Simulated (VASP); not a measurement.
Ge2Sb:

```
Ge Sb
1.0
     3.08194    0.00000    0.00000
    -1.54097    2.66904    0.00000
     0.00000    0.00000    8.44228
Ge Sb
2 1
Direct
  0.00000 0.00000 0.66406
  0.00000 0.00000 0.33594
  0.00000 0.00000 0.00000
```

| Item | Value |
| --- | --- |
| Program | VASP 6.6.1 |
| Task | relaxation of cell and atoms |
| Functional | PBE |
| Potentials or basis | VASP PAW PBE potentials, release 64 (Ge_d, Sb) |
| Cutoff | 600 eV |
| k mesh | 18 × 18 × 6 |
| Occupations | gaussian, width 0.1 eV |
| Spin | no spin polarisation |

At the start: pressure 0.4 GPa; volume 23.15 Å³/atom.

Q: Where does the relaxation end?

A: Over 7 steps the energy falls by 5.4 meV/atom and the volume is 23.19 Å³/atom (+0.2 %); space group P6/mmm (No. 191, to 0.05 Å).

Step by step:
```tsv
step	energy change (eV)	largest force (eV/Å)	pressure (GPa)	volume (Å³)
1	0.0000	0.3057	0.39	69.44
2	-0.0087	0.1841	-0.19	70.01
3	-0.0100	0.1220	-0.49	70.35
4	-0.0143	0.0730	-0.11	69.79
5	-0.0156	0.0147	0.26	69.33
6	-0.0163	0.0181	-0.06	69.65
7	-0.0163	0.0093	0.03	69.57
```

Final structure:
```
Ge Sb
1.0
     3.08044    0.00000    0.00000
    -1.54022    2.66774    0.00000
     0.00000    0.00000    8.46544
Ge Sb
2 1
Direct
  0.00000 0.00000 0.65798
  0.00000 0.00000 0.34202
  0.00000 0.00000 0.00000
```
